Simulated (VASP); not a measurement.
# TaN (I4mm) in VASP: single point with PBE

Aim: the single point of TaN with PBE.

Everything below comes from runs of VASP 6.6.1. Logs are shortened: lines on timing, memory, paths and dates and some standing lists are left out, and cuts for length are marked.

## (1) The cell of the first run

Symmetry: I4mm, No. 107, tetragonal system. Conventional cell: a = 3.123 Å, b = 3.123 Å, c = 4.417 Å, α = 90.00°, β = 90.00°, γ = 90.00°. Within 2.7 Å of Ta (site symmetry 4mm) lie 6 N at 2.02 to 2.40 Å. Within 2.7 Å of N (site symmetry 4mm) lie 6 Ta at 2.02 to 2.40 Å.

## (2) Single point, PBE (all Ta atoms moved +0.188 Å, as atom 1 along Cartesian [0 0 1])

INCAR

```
  ALGO = Normal
  EDIFF = 1E-6
  ENCUT = 520
  GGA = PE
  ISIF = 2
  ISMEAR = 0
  LASPH = T
  LCHARG = T
  LELF = T
  LREAL = F
  LVHAR = T
  LWAVE = F
  NBANDS = 15
  NELM = 80
  PREC = Accurate
  SIGMA = 0.15
```

KPOINTS

```
k-points
0
Gamma
  24 24 24
```

POSCAR

```
TaN
1.0
    0.0000000000      2.2086347786      2.2086347786
    2.2086347786      0.0000000000      2.2086347786
    2.2086347786      2.2086347786      0.0000000000
Ta N
1 1
Direct
    0.5424470360      0.5424470360      0.4575529640
    0.0000000000      0.0000000000      0.0000000000
```

Potentials or basis: VASP PAW PBE potentials, release 64 (Ta_pv, N).

On the command line:

```sh
$ cat potpaw_PBE.64/Ta_pv/POTCAR potpaw_PBE.64/N/POTCAR > POTCAR
$ mpirun -np 1 vasp_std > vasp.out
```

OUTCAR:

```text
EDIFF = 1E-6
   ENCUT = 520
   GGA = PE
   ISIF = 2
   ISMEAR = 0
   LASPH = T
   LREAL = F
   NELM = 80
   PREC = Accurate

 ion  position               nearest neighbor table
   1  0.542  0.542  0.458-   2 2.02   2 2.22   2 2.22   2 2.22   2 2.22   2 2.40
   2  0.000  0.000  0.000-   1 2.02   1 2.22   1 2.22   1 2.22   1 2.22   1 2.40

  LATTYP: Found a face centered cubic cell.
 ALAT       =     4.4172695572

  Lattice vectors:

 A1 = (   0.0000000000,   2.2086347786,   2.2086347786)
 A2 = (   2.2086347786,   0.0000000000,   2.2086347786)
 A3 = (   2.2086347786,   2.2086347786,   0.0000000000)

Analysis of symmetry for initial positions (statically):
=====================================================================
 Subroutine PRICEL returns:
 Original cell was already a primitive cell.

 Routine SETGRP: Setting up the symmetry group for a
 face centered cubic supercell.

 Subroutine GETGRP returns: Found  8 space group operations
 (whereof  8 operations were pure point group operations)
 out of a pool of 48 trial point group operations.

The static configuration has the point symmetry C_4v.

Analysis of symmetry for dynamics (positions and initial velocities):
=====================================================================
 Subroutine PRICEL returns:
 Original cell was already a primitive cell.

 Routine SETGRP: Setting up the symmetry group for a
 face centered cubic supercell.

 Subroutine GETGRP returns: Found  8 space group operations
 (whereof  8 operations were pure point group operations)
 out of a pool of 48 trial point group operations.

The dynamic configuration has the point symmetry C_4v.

 Subroutine INISYM returns: Found  8 space group operations
 (whereof  8 operations are pure point group operations),
 and found     1 'primitive' translations

----------------------------------------------------------------------------------------

                                     Primitive cell

  volume of cell :      21.5477

  direct lattice vectors                    reciprocal lattice vectors
     0.000000000  2.208634779  2.208634779    -0.226384192  0.226384192  0.226384192
     2.208634779  0.000000000  2.208634779     0.226384192 -0.226384192  0.226384192
     2.208634779  2.208634779  0.000000000     0.226384192  0.226384192 -0.226384192

  length of vectors
     3.123481258  3.123481258  3.123481258     0.392108923  0.392108923  0.392108923

  position of ions in fractional coordinates (direct lattice)
     0.542447036  0.542447036  0.457552964
     0.000000000  0.000000000  0.000000000

  ion indices of the primitive-cell ions
   primitive index   ion index
                 1           1
                 2           2

----------------------------------------------------------------------------------------

 KPOINTS: k-points

Automatic generation of k-mesh.
 Grid dimensions read from file:
 generate k-points for:   24   24   24

 Generating k-lattice:

  Cartesian coordinates                     Fractional coordinates (reciprocal lattice)
    -0.009432675  0.009432675  0.009432675     0.041666667  0.000000000  0.000000000
     0.009432675 -0.009432675  0.009432675     0.000000000  0.041666667  0.000000000
     0.009432675  0.009432675 -0.009432675     0.000000000  0.000000000  0.041666667

  Length of vectors
     0.016337872  0.016337872  0.016337872

  Shift w.r.t. Gamma in fractional coordinates (k-lattice)
     0.000000000  0.000000000  0.000000000

 Subroutine IBZKPT returns following result:
 ===========================================

 Found   1063 irreducible k-points:

 Following reciprocal coordinates:
            Coordinates               Weight
  0.000000  0.000000  0.000000      1.000000
  0.041667  0.000000  0.000000      8.000000
  0.083333  0.000000  0.000000      8.000000
  0.125000  0.000000  0.000000      8.000000
  0.166667  0.000000  0.000000      8.000000
  0.208333  0.000000  0.000000      8.000000
[... 16 lines left out ...]
  0.000000  0.208333  0.041667     16.000000
  0.250000  0.041667  0.000000      8.000000
 [... further k-points ...]
   k-points           NKPTS =   1063   k-points in BZ     NKDIM =   1063   number of bands    NBANDS=     15
   number of dos      NEDOS =    301   number of ions     NIONS =      2
   total plane-waves  NPLWV =  13824
   dimension x,y,z NGX =    24 NGY =   24 NGZ =   24
   dimension x,y,z NGXF=    48 NGYF=   48 NGZF=   48
   ions per type =               1   1
   NGX,Y,Z   is equivalent  to a cutoff of  12.77, 12.77, 12.77 a.u.
   NGXF,Y,Z  is equivalent  to a cutoff of  25.55, 25.55, 25.55 a.u.
 SYSTEM =  unknown system
   PREC   = accura    normal or accurate (medium, high low for compatibility)
   ISTART =      0    job   : 0-new  1-cont  2-samecut
   ICHARG =      2    charge: 1-file 2-atom 10-const
   ISPIN  =      1    spin polarized calculation?
   LNONCOLLINEAR =      F non collinear calculations
   LSORBIT =      F    spin-orbit coupling
   LASPH  =      T    aspherical Exc in radial PAW
   ENCUT  =  520.0 eV  38.22 Ry    6.18 a.u.   5.81  5.81  5.81*2*pi/ulx,y,z
   NELM   =     80;   NELMIN=  2; NELMDL= -5     # of ELM steps
   EDIFF  = 0.1E-05   stopping-criterion for ELM
   LREAL  =      F    real-space projection
   EDIFFG = 0.1E-04   stopping-criterion for IOM
   NSW    =      0    number of steps for IOM
   IBRION =     -1    ionic relax: 0-MD 1-quasi-New 2-CG
   NFREE  =      0    steps in history (QN), initial steepest desc. (CG)
   ISIF   =      2    stress and relaxation
   ISYM   =      2    0-nonsym 1-usesym 2-fastsym
   POTIM  = 0.5000    time-step for ionic-motion
   TEBEG  =    0.0;   TEEND  =   0.0 temperature during run
   PSTRESS=    0.0 pullay stress
   NELECT =      16.0000    total number of electrons
   NUPDOWN=      -1.0000    fix difference up-down
   EMIN   =  10.00;   EMAX   =-10.00  energy-range for DOS
   EFERMI =   0.00;   METHOD = LEGACY
   ISMEAR =     0;   SIGMA  =   0.15  broadening in eV -4-tet -1-fermi 0-gaus
   EFERMI_NEDOS =   21; number of points for ismear=-14 and -15
   IALGO  =     38    algorithm
   IMIX   =      4    mixing-type and parameters
     AMIX     =   0.40;   BMIX     =  1.00
     AMIX_MAG =   1.60;   BMIX_MAG =  1.00
  volume/ion in A,a.u.               =      10.77        72.71
  Fermi-wavevector in a.u.,A,eV,Ry     =   1.482453  2.801430 29.901072  2.197667
  Thomas-Fermi vector in A             =   2.596237
   LORBIT       =      0    0 simple, 1 ext, 2 COOP (PROOUT), +10 PAW based schemes
   GGA     = PE    functional components
   LHFCALC =     F    Hartree Fock is set to
   AEXX    =    0.0000 exact exchange contribution
   IVDW    =     0    specifies the selected vdW correction
   LEPSILON=     F    determine dielectric tensor
   LRPA    =     F    only Hartree local field effects (RPA)
 non-spin polarized calculation
 Gauss-broadening in eV      SIGMA  =   0.15
  energy-cutoff  :      520.00
  volume of cell :       21.55
 maximum number of plane-waves:       604
   NGX = 11   NGY = 11   NGZ = 11

 number of electron      16.0000003 magnetization

 Free energy of the ion-electron system (eV)
  ---------------------------------------------------
  ext. energy  EPLUGINS =         0.00000000
  ---------------------------------------------------
  free energy    TOTEN  =       -21.68696157 eV

  energy without entropy =      -21.67703903  energy(sigma->0) =      -21.68200030

 E-fermi :   9.3081     XC(G=0): -13.3473

 val. band max:        9.3071773874   @ k =   0.0000  -0.3333   0.0417
 cond. band min:       9.3087516576   @ k =   0.0833  -0.2917   0.2500
 fundamental gap:      0.0015742701
 Fermi energy:         9.3080949767

 k-point     1 :       0.0000    0.0000    0.0000
  band No.  band energies     occupation
      1     -26.3878      2.00000
      2     -26.3479      2.00000
      3     -26.3479      2.00000
      4      -9.3625      2.00000
      5       4.8965      2.00000
      6       4.8965      2.00000
      7       4.9318      2.00000
      8       7.3695      2.00000
      9       8.1459      2.00000
     10       8.1459      2.00000
     11       9.5016      0.06805
     12      10.4084      0.00000
     13      10.7381      0.00000
     14      18.6967      0.00000
     15      21.8064      0.00000

 k-point     2 :       0.0417    0.0000    0.0000
  band No.  band energies     occupation
      1     -26.3954      2.00000
      2     -26.3567      2.00000
      3     -26.3493      2.00000
      4      -9.3214      2.00000
      5       4.5516      2.00000
      6       4.8173      2.00000
      7       5.0703      2.00000
      8       7.3758      2.00000
      9       8.0870      2.00000
     10       8.1301      2.00000
     11       9.7299      0.00007
     12      10.5524      0.00000
     13      10.9021      0.00000
     14      18.8275      0.00000
     15      21.8063      0.00000

 k-point     3 :       0.0833    0.0000    0.0000
  band No.  band energies     occupation
      1     -26.4291      2.00000
      2     -26.3712      2.00000
      3     -26.3535      2.00000
      4      -9.2004      2.00000
      5       4.0534      2.00000
      6       4.5932      2.00000
      7       4.9698      2.00000
      8       7.4222      2.00000
      9       8.0341      2.00000
     10       8.1419      2.00000
     11      10.2752      0.00000
     12      10.9322      0.00000
     13      11.3410      0.00000
     14      19.2067      0.00000
     15      21.8061      0.00000
[... 343 lines left out ...]
 k-point    23 :       0.0000    0.2083    0.0417
  band No.  band energies     occupation
      1     -26.6481      2.00000
      2     -26.4099      2.00000
      3     -26.3761      2.00000
      4      -8.5229      2.00000
      5       2.3417      2.00000
      6       3.5268      2.00000
      7       4.0314      2.00000
      8       7.7275      2.00000
      9       8.5448      2.00000
     10       8.8334      1.99999
     11      12.0962      0.00000
     12      12.5467      0.00000
     13      13.4309      0.00000
     14      21.0800      0.00000
     15      21.8054      0.00000

 k-point    24 :       0.2500    0.0417    0.0000
  band No.  band energies     occupation
      1     -26.7590      2.00000
      2     -26.4028      2.00000
      3     -26.3991      2.00000
      4      -8.1835      2.00000
      5       1.7298      2.00000
      6       3.2828      2.00000
      7       3.3612      2.00000
      8       8.0791      2.00000
      9       9.0286      1.99160
     10       9.2109      1.64053
     11      12.6829      0.00000
     12      13.0940      0.00000
     13      14.3484      0.00000
     14      21.6107      0.00000
     15      21.8147      0.00000

 [... further k-points ...]

------------------------ aborting loop because EDIFF is reached ----------------------------------------

  FORCE on cell =-STRESS in cart. coord.  units (eV):
  Direction    XX          YY          ZZ          XY          YZ          ZX
  --------------------------------------------------------------------------------------
  -------------------------------------------------------------------------------------
  Total        0.1512560      0.1512560      2.3450573      0.0000000     -0.0000000      0.0000000
  in kB       11.2466025     11.2466025    174.3662090      0.0000000     -0.0000000      0.0000000
  external PRESSURE =      65.6198047 kB  Pullay stress =       0.0000000 kB

 VOLUME and BASIS-vectors are now :
 -----------------------------------------------------------------------------
  energy-cutoff  :      520.00
  volume of cell :       21.55
      direct lattice vectors                 reciprocal lattice vectors
     0.000000000  2.208634779  2.208634779    -0.226384192  0.226384192  0.226384192
     2.208634779  0.000000000  2.208634779     0.226384192 -0.226384192  0.226384192
     2.208634779  2.208634779  0.000000000     0.226384192  0.226384192 -0.226384192

 POSITION                                       TOTAL-FORCE (eV/Angst)
 -----------------------------------------------------------------------------------
      2.20863      2.20863      2.39613         0.000000      0.000000     -1.735305
      0.00000      0.00000      0.00000         0.000000      0.000000      1.735305
 -----------------------------------------------------------------------------------
    total drift:                               -0.000000     -0.000000      0.000154

  FREE ENERGIE OF THE ION-ELECTRON SYSTEM (eV)
  ---------------------------------------------------
  free  energy   TOTEN  =       -21.6869615675 eV

  energy  without entropy=      -21.6770390341  energy(sigma->0) =      -21.68200030
```

Run time: 3 min. Hardware: 1 thread of Intel Xeon 6975P-C (Granite Rapids), shared host; peak memory 0.44 GiB.

Results:

```yaml
Free_energy: -21.6870 eV
Pressure: 6.6 GPa
Largest_force: 1.735 eV/Å
Band_gap_on_the_k_mesh: zero (bands 8 and 9 overlap by 3.24 eV)
```

Forces on the atoms (eV/Å):
```
Ta   0.000  0.000 -1.735
N    0.000  0.000  1.735
```

Caveat: the cell differs from its parent crystal (all Ta atoms moved +0.188 Å, as atom 1 along Cartesian [0 0 1]); the cell stands under pressure; spin-orbit coupling is left out, which moves the levels of the heavy elements; forces of over 1 eV/Å act on the atoms, so gaps and moduli don't describe the material at rest.
